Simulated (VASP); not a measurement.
Wanted: the native input for a VASP 6.6.1 run.

- Task: single point
- Functional: PBEsol
- Potentials or basis: VASP PAW PBE potentials, release 64 (B, N)
- Cutoff: 520 eV
- k mesh: 12 × 12 × 12
- Occupations: gaussian, width 0.02 eV
- Spin: no spin polarisation
- Dipole correction: no
- Further INCAR settings: ALGO = Normal; EDIFF = 1e-06; NBANDS = 11

The structure of BN lies in POSCAR:

```
BN
1.0
    0.0000000000      1.8938245846      1.8938245846
    1.8938245846      0.0000000000      1.8938245846
    1.8938245846      1.8938245846      0.0000000000
B N
1 1
Direct
    0.0000000000      0.0000000000      0.0000000000
    0.7500000000      0.7500000000      0.7500000000
```

This cell differs from its parent crystal: strained.

One way to write it, as run:

INCAR

```
ALGO = Normal
EDIFF = 1E-6
ENCUT = 520
GGA = PS
ISIF = 2
ISMEAR = 0
LASPH = True
LCHARG = False
LREAL = False
LWAVE = False
NBANDS = 11
NELM = 80
PREC = Accurate
SIGMA = 0.02
```

KPOINTS

```
k-points
0
Gamma
  12 12 12
```

Potentials or basis: VASP PAW PBE potentials, release 64 (B, N).

Command:

```bash
$ cat potpaw_PBE.64/B/POTCAR potpaw_PBE.64/N/POTCAR > POTCAR
$ mpirun -np 1 vasp_std > vasp.out
```

Results of the run:

| Property | Result |
| --- | --- |
| Pressure | -43.2 GPa |
| Band gap on the k mesh | 4.12 eV (least direct gap 8.10 eV) |

Caveat: the cell differs from its parent crystal (strained); the cell stands under tension; the PAW data sets were made with another functional, which shifts forces and pressure a little.

It took 14 s on 1 thread of AMD EPYC 7R13, on a shared host, peak memory 0.09 GiB.
